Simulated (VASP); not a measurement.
# Fe (Fmmm) in VASP: a series of runs

Fe is run at these levels: LDA; tasks: single point.

Everything below comes from runs of VASP 6.6.1. Logs are shortened: lines on timing, memory, paths and dates and some standing lists are left out, and cuts for length are marked.

## (1) The cell of the first run

The structure is orthorhombic, space group Fmmm (No. 69). The conventional cell has a = 3.017 Å, b = 3.909 Å, c = 3.956 Å, α = 90.00°, β = 90.00°, γ = 90.00°. Within 3.3 Å of Fe (site symmetry mmm) lie 14 Fe at 2.47 to 3.02 Å.

## (2) Single point, LDA, collinear spin, ferromagnetic start (11.66 Å³/atom)

Contents of INCAR:

```
SYSTEM = Fe
PREC = Accurate ; ENCUT = 520
EDIFF = 1E-6 ; ISMEAR = -1
SIGMA = 0.05 ; LREAL = .False.
LASPH = .True. ; NELM = 150
ALGO = Normal ; ISIF = 2
LWAVE = .False. ; LCHARG = .False.
ISPIN = 2 ; MAGMOM = 3
LORBIT = 11 ; LMAXMIX = 4
GGA = CA ; NBANDS = 14
```

Contents of KPOINTS:

```
Automatic mesh
0
Gamma
  16 16 16
  0 0 0
```

Contents of POSCAR:

```
Fe
1.0
    0.0000000000      1.9545992686      1.9781194830
    1.5083634409      0.0000000000      1.9781194830
    1.5083634409      1.9545992686      0.0000000000
Fe
1
Direct
    0.0000000000      0.0000000000      0.0000000000
```

Potentials or basis: VASP PAW LDA potentials, release 64 (Fe).

Command:

```sh
$ cat potpaw_LDA.64/Fe/POTCAR > POTCAR
$ mpirun -np 1 vasp_std > vasp.out
```

OUTCAR:

```text
SYSTEM = Fe
   PREC = Accurate
   ENCUT = 520
   EDIFF = 1E-6
   ISMEAR = -1
   LREAL = .False.
   LASPH = .True.
   NELM = 150
   ISIF = 2
   ISPIN = 2
   LORBIT = 11
   GGA = CA

 ion  position               nearest neighbor table
   1  0.000  0.000  0.000-

  LATTYP: Found a face centered orthorhombic cell.
 ALAT       =     3.0167268818
 B/A-ratio  =     1.2958410524
 C/A-ratio  =     1.3114342534

  Lattice vectors:

 A1 = (   0.0000000000,   1.9545992686,   1.9781194830)
 A2 = (   1.5083634409,   0.0000000000,   1.9781194830)
 A3 = (   1.5083634409,   1.9545992686,   0.0000000000)

Analysis of symmetry for initial positions (statically):
=====================================================================
 Subroutine PRICEL returns:
 Original cell was already a primitive cell.

 Routine SETGRP: Setting up the symmetry group for a
 face centered orthorhombic supercell.

 Subroutine GETGRP returns: Found  8 space group operations
 (whereof  8 operations were pure point group operations)
 out of a pool of  8 trial point group operations.

The static configuration has the point symmetry D_2h.

Analysis of symmetry for dynamics (positions and initial velocities):
=====================================================================
 Subroutine PRICEL returns:
 Original cell was already a primitive cell.

 Routine SETGRP: Setting up the symmetry group for a
 face centered orthorhombic supercell.

 Subroutine GETGRP returns: Found  8 space group operations
 (whereof  8 operations were pure point group operations)
 out of a pool of  8 trial point group operations.

The dynamic configuration has the point symmetry D_2h.

Analysis of structural, dynamic, and magnetic symmetry:
=====================================================================
 Subroutine PRICEL returns:
 Original cell was already a primitive cell.

 Routine SETGRP: Setting up the symmetry group for a
 face centered orthorhombic supercell.

 Subroutine GETGRP returns: Found  8 space group operations
 (whereof  8 operations were pure point group operations)
 out of a pool of  8 trial point group operations.

The overall configuration has the point symmetry D_2h.

 Subroutine INISYM returns: Found  8 space group operations
 (whereof  8 operations are pure point group operations),
 and found     1 'primitive' translations

----------------------------------------------------------------------------------------

                                     Primitive cell

  volume of cell :      11.6640

  direct lattice vectors                    reciprocal lattice vectors
     0.000000000  1.954599269  1.978119483    -0.331485096  0.255806910  0.252765318
     1.508363441  0.000000000  1.978119483     0.331485096 -0.255806910  0.252765318
     1.508363441  1.954599269  0.000000000     0.331485096  0.255806910 -0.252765318

  length of vectors
     2.780901830  2.487592603  2.468930653     0.489090840  0.489090840  0.489090840

  position of ions in fractional coordinates (direct lattice)
     0.000000000  0.000000000  0.000000000

  ion indices of the primitive-cell ions
   primitive index   ion index
                 1           1

----------------------------------------------------------------------------------------

 KPOINTS: Automatic mesh

Automatic generation of k-mesh.
 Grid dimensions read from file:
 generate k-points for:   16   16   16

 Generating k-lattice:

  Cartesian coordinates                     Fractional coordinates (reciprocal lattice)
    -0.020717818  0.015987932  0.015797832     0.062500000 -0.000000000  0.000000000
     0.020717818 -0.015987932  0.015797832    -0.000000000  0.062500000  0.000000000
     0.020717818  0.015987932 -0.015797832     0.000000000  0.000000000  0.062500000

  Length of vectors
     0.030568178  0.030568178  0.030568178

  Shift w.r.t. Gamma in fractional coordinates (k-lattice)
     0.000000000  0.000000000  0.000000000

 Subroutine IBZKPT returns following result:
 ===========================================

 Found    621 irreducible k-points:

 Following reciprocal coordinates:
            Coordinates               Weight
  0.000000  0.000000  0.000000      1.000000
  0.062500 -0.000000 -0.000000      8.000000
  0.125000 -0.000000 -0.000000      8.000000
  0.187500 -0.000000 -0.000000      8.000000
  0.250000 -0.000000 -0.000000      8.000000
  0.312500 -0.000000  0.000000      8.000000
[... 16 lines left out ...]
 -0.125000  0.062500  0.000000      8.000000
 -0.062500  0.062500  0.000000      4.000000
 [... further k-points ...]
   k-points           NKPTS =    621   k-points in BZ     NKDIM =    621   number of bands    NBANDS=     14
   number of dos      NEDOS =    301   number of ions     NIONS =      1
   total plane-waves  NPLWV =   8640
   dimension x,y,z NGX =    24 NGY =   20 NGZ =   18
   dimension x,y,z NGXF=    48 NGYF=   40 NGZF=   36
   ions per type =               1
   NGX,Y,Z   is equivalent  to a cutoff of  14.35, 13.37, 12.12 a.u.
   NGXF,Y,Z  is equivalent  to a cutoff of  28.70, 26.73, 24.24 a.u.
 SYSTEM =  Fe
   PREC   = accura    normal or accurate (medium, high low for compatibility)
   ISTART =      0    job   : 0-new  1-cont  2-samecut
   ICHARG =      2    charge: 1-file 2-atom 10-const
   ISPIN  =      2    spin polarized calculation?
   LNONCOLLINEAR =      F non collinear calculations
   LSORBIT =      F    spin-orbit coupling
   LASPH  =      T    aspherical Exc in radial PAW
   ENCUT  =  520.0 eV  38.22 Ry    6.18 a.u.   5.17  4.63  4.59*2*pi/ulx,y,z
   NELM   =    150;   NELMIN=  2; NELMDL= -5     # of ELM steps
   EDIFF  = 0.1E-05   stopping-criterion for ELM
   LREAL  =      F    real-space projection
   EDIFFG = 0.1E-04   stopping-criterion for IOM
   NSW    =      0    number of steps for IOM
   IBRION =     -1    ionic relax: 0-MD 1-quasi-New 2-CG
   NFREE  =      0    steps in history (QN), initial steepest desc. (CG)
   ISIF   =      2    stress and relaxation
   ISYM   =      2    0-nonsym 1-usesym 2-fastsym
   POTIM  = 0.5000    time-step for ionic-motion
   TEBEG  =    0.0;   TEEND  =   0.0 temperature during run
   PSTRESS=    0.0 pullay stress
   NELECT =       8.0000    total number of electrons
   NUPDOWN=      -1.0000    fix difference up-down
   EMIN   =  10.00;   EMAX   =-10.00  energy-range for DOS
   EFERMI =   0.00;   METHOD = LEGACY
   ISMEAR =    -1;   SIGMA  =   0.05  broadening in eV -4-tet -1-fermi 0-gaus
   EFERMI_NEDOS =   21; number of points for ismear=-14 and -15
   IALGO  =     38    algorithm
   IMIX   =      4    mixing-type and parameters
     AMIX     =   0.40;   BMIX     =  1.00
     AMIX_MAG =   1.60;   BMIX_MAG =  1.00
  volume/ion in A,a.u.               =      11.66        78.71
  Fermi-wavevector in a.u.,A,eV,Ry     =   1.443741  2.728276 28.359837  2.084389
  Thomas-Fermi vector in A             =   2.562115
   LORBIT       =     11    0 simple, 1 ext, 2 COOP (PROOUT), +10 PAW based schemes
   GGA     = CA    functional components
   LHFCALC =     F    Hartree Fock is set to
   AEXX    =    0.0000 exact exchange contribution
   IVDW    =     0    specifies the selected vdW correction
   LEPSILON=     F    determine dielectric tensor
   LRPA    =     F    only Hartree local field effects (RPA)
 spin polarized calculation
  energy-cutoff  :      520.00
  volume of cell :       11.66
 maximum number of plane-waves:       337
 NGX is ok and might be reduce to    24
   NGX = 11   NGY =  9   NGZ =  9

 number of electron       7.9999996 magnetization       2.1814835

 Free energy of the ion-electron system (eV)
  ---------------------------------------------------
  ext. energy  EPLUGINS =         0.00000000
  ---------------------------------------------------
  free energy    TOTEN  =        -9.10812250 eV

  energy without entropy =       -9.09800398  energy(sigma->0) =       -9.10306324

 E-fermi :   5.4326     XC(G=0): -13.2672

 val. band max:        5.4320598765   @ k =  -0.0625   0.4375   0.4375
 cond. band min:       5.4332729980   @ k =   0.4375   0.1250   0.1875
 fundamental gap:      0.0012131215
 Fermi energy:         5.4326095778

 spin component 1

 k-point     1 :       0.0000    0.0000    0.0000
  band No.  band energies     occupation
      1      -2.9656      1.00000
      2       3.0231      1.00000
      3       3.1211      1.00000
      4       3.4707      1.00000
      5       4.2401      1.00000
      6       4.6373      1.00000
      7      28.9518      0.00000
      8      30.4081      0.00000
      9      30.6584      0.00000
     10      34.5131      0.00000
     11      35.5877      0.00000
     12      35.6099      0.00000
     13      36.1526      0.00000
     14      36.2290      0.00000
[... 375 lines left out ...]
 k-point    24 :      -0.0625    0.0625    0.0000
  band No.  band energies     occupation
      1      -2.5167      1.00000
      2       3.0786      1.00000
      3       3.0829      1.00000
      4       3.5949      1.00000
      5       4.1414      1.00000
      6       4.5985      1.00000
      7      27.0834      0.00000
      8      28.6814      0.00000
      9      30.1890      0.00000
     10      33.3754      0.00000
     11      33.8771      0.00000
     12      35.5584      0.00000
     13      35.9362      0.00000
     14      37.8679      0.00000

 [... further k-points ...]

 spin component 2

 k-point     1 :       0.0000    0.0000    0.0000
  band No.  band energies     occupation
      1      -2.5865      1.00000
      2       4.7668      1.00000
      3       4.8974      0.99998
      4       5.3470      0.84702
      5       6.4310      0.00000
      6       6.9717      0.00000
      7      29.0964      0.00000
      8      30.5815      0.00000
      9      30.8518      0.00000
     10      35.0771      0.00000
     11      35.9461      0.00000
     12      36.4429      0.00000
     13      36.9780      0.00000
     14      37.0577      0.00000
[... 375 lines left out ...]
 k-point    24 :      -0.0625    0.0625    0.0000
  band No.  band energies     occupation
      1      -2.1345      1.00000
      2       4.8318      0.99999
      3       4.8409      0.99999
      4       5.4697      0.32250
      5       6.3056      0.00000
      6       6.9274      0.00000
      7      27.4975      0.00000
      8      29.1079      0.00000
      9      30.4203      0.00000
     10      33.9606      0.00000
     11      34.5189      0.00000
     12      36.2709      0.00000
     13      36.4077      0.00000
     14      38.6456      0.00000

 [... further k-points ...]
[... 5 lines left out ...]
  --------------------------------------------------------------------------------------
  -------------------------------------------------------------------------------------
  Total       -1.9486276     -1.3267604     -1.4388060      0.0000000      0.0000000      0.0000000
  in kB     -267.6659880   -182.2455049   -197.6362440      0.0000000      0.0000000      0.0000000
  external PRESSURE =    -215.8492456 kB  Pullay stress =       0.0000000 kB

 VOLUME and BASIS-vectors are now :
 -----------------------------------------------------------------------------
  energy-cutoff  :      520.00
  volume of cell :       11.66
      direct lattice vectors                 reciprocal lattice vectors
     0.000000000  1.954599269  1.978119483    -0.331485096  0.255806910  0.252765318
     1.508363441  0.000000000  1.978119483     0.331485096 -0.255806910  0.252765318
     1.508363441  1.954599269  0.000000000     0.331485096  0.255806910 -0.252765318

 POSITION                                       TOTAL-FORCE (eV/Angst)
 -----------------------------------------------------------------------------------
      0.00000      0.00000      0.00000         0.000000      0.000000      0.000000
 -----------------------------------------------------------------------------------
    total drift:                                0.000000     -0.000000      0.000000

  FREE ENERGIE OF THE ION-ELECTRON SYSTEM (eV)
  ---------------------------------------------------
  free  energy   TOTEN  =        -9.1081225046 eV

  energy  without entropy=       -9.0980039826  energy(sigma->0) =       -9.10306324

 total charge

# of ion       s       p       d       tot
------------------------------------------
    1        0.478   0.511   6.238   7.228

 magnetization (x)

# of ion       s       p       d       tot
------------------------------------------
    1       -0.011  -0.033   2.202   2.158
```

It took 2.3 min on 1 thread of Intel Xeon 8259CL, shared host; peak memory 0.26 GiB.

Results:

| Quantity | Value |
| --- | --- |
| Free energy | -9.1081 eV |
| Pressure | -21.6 GPa |
| Net moment | 2.18 μB per cell |
| Site moments | Fe +2.16 μB |
| Valence electrons inside the program's atomic spheres | Fe 7.23 |

Stress tensor (GPa, compression positive):
```
-26.77   0.00   0.00
  0.00 -18.22   0.00
  0.00   0.00 -19.76
```

Levels at points of the mesh, in eV from the Fermi level:
Spin up:
```tsv
k point	band 3	band 4	band 5	band 6	band 7	band 8
(0.00, 0.00, 0.00)	-2.31	-1.96	-1.19	-0.80	23.52	24.98
(0.50, 0.00, 0.00)	-1.26	-0.67	0.21	0.31	6.84	18.61
(0.50, 0.50, 0.00)	-0.64	-0.56	0.39	0.75	7.54	17.01
(0.50, 0.00, 0.50)	-0.67	-0.62	0.45	0.97	7.81	16.79
(0.00, 0.50, 0.50)	0.01	0.11	0.21	7.62	10.63	10.64
```
Spin down:
```tsv
k point	band 1	band 2	band 3	band 4	band 5	band 6	band 7	band 8
(0.00, 0.00, 0.00)	-8.02	-0.67	-0.54	-0.09	1.00	1.54	23.66	25.15
(0.50, 0.00, 0.00)	-3.59	-1.44	0.57	0.90	1.61	2.39	8.17	18.89
(0.50, 0.50, 0.00)	-3.56	-2.11	1.13	1.62	1.74	2.45	8.85	17.37
(0.50, 0.00, 0.50)	-3.54	-2.06	1.35	1.57	1.68	2.48	9.11	17.14
(0.00, 0.50, 0.50)	-3.16	-2.97	2.09	2.14	2.21	8.08	11.10	11.11
```

Caveat: the cell stands under tension.

## (3) Single point, LDA, collinear spin, ferromagnetic start (12.12 Å³/atom)

This run uses another cell than the first one, of 12.12 Å³/atom.

Contents of INCAR:

```
SYSTEM = Fe
PREC     = Accurate       ! precision mode
ENCUT    = 520            ! plane-wave cutoff, eV
EDIFF    = 1E-6           ! SCF threshold, eV
ISMEAR   = -1             ! smearing method
SIGMA    = 0.05           ! smearing width, eV
LREAL    = .FALSE.        ! projectors in reciprocal space
LASPH    = .TRUE.         ! aspherical terms in the spheres
NELM     = 150            ! most SCF steps
ALGO     = Normal         ! electronic algorithm
ISIF     = 2              ! what is computed and relaxed
LWAVE    = .FALSE.        ! write WAVECAR
LCHARG   = .FALSE.        ! write CHGCAR
ISPIN    = 2              ! spin polarisation
MAGMOM   = 3              ! initial moments
LORBIT   = 11             ! projections on sites
LMAXMIX  = 4              ! l up to which the mixer works
NBANDS   = 14             ! bands
```

Contents of KPOINTS:

```
regular mesh
0
G
  16 16 16
  0 0 0
```

Contents of POSCAR:

```
Fe
1.0
    0.0000000000      1.9798226863      2.0036464209
    1.5278283418      0.0000000000      2.0036464209
    1.5278283418      1.9798226863      0.0000000000
Fe
1
Direct
    0.0000000000      0.0000000000      0.0000000000
```

Potentials or basis: VASP PAW LDA potentials, release 64 (Fe).

Command:

```sh
$ cat potpaw_LDA.64/Fe/POTCAR > POTCAR
$ mpirun -np 1 vasp_std > vasp.out
```

Run time: 2.7 min. Hardware: 1 thread of Intel Xeon 8259CL, shared host; peak memory 0.26 GiB.

It converged, with:

- Free energy: -9.0402 eV
- Pressure: -26.0 GPa
- Net moment: 2.26 μB per cell
- Site moments: Fe +2.24 μB
- Valence electrons inside the program's atomic spheres: Fe 7.16

Stress tensor (GPa, compression positive):
```
-30.52   0.00   0.00
  0.00 -23.17   0.00
  0.00   0.00 -24.44
```

Levels at points of the mesh, in eV from the Fermi level:
Spin up:
| k point | band 3 | band 4 | band 5 | band 6 | band 7 | band 8 |
| --- | --- | --- | --- | --- | --- | --- |
| (0.00, 0.00, 0.00) | -2.22 | -1.90 | -1.17 | -0.79 | 23.19 | 24.60 |
| (0.50, 0.00, 0.00) | -1.24 | -0.68 | 0.25 | 0.25 | 6.52 | 18.30 |
| (0.50, 0.50, 0.00) | -0.65 | -0.58 | 0.32 | 0.77 | 7.21 | 16.70 |
| (0.50, 0.00, 0.50) | -0.68 | -0.63 | 0.38 | 0.98 | 7.48 | 16.48 |
| (0.00, 0.50, 0.50) | -0.04 | 0.06 | 0.15 | 7.43 | 10.36 | 10.37 |
Spin down:
```csv
k point,band 1,band 2,band 3,band 4,band 5,band 6,band 7,band 8
"(0.00, 0.00, 0.00)",-7.78,-0.50,-0.38,0.05,1.08,1.60,23.33,24.77
"(0.50, 0.00, 0.00)",-3.34,-1.24,0.61,0.99,1.66,2.40,7.89,18.58
"(0.50, 0.50, 0.00)",-3.30,-1.87,1.15,1.67,1.79,2.46,8.56,17.06
"(0.50, 0.00, 0.50)",-3.28,-1.83,1.36,1.62,1.73,2.49,8.81,16.83
"(0.00, 0.50, 0.50)",-2.88,-2.70,2.12,2.17,2.24,7.89,10.84,10.84
```

Caveat: the cell stands under tension.
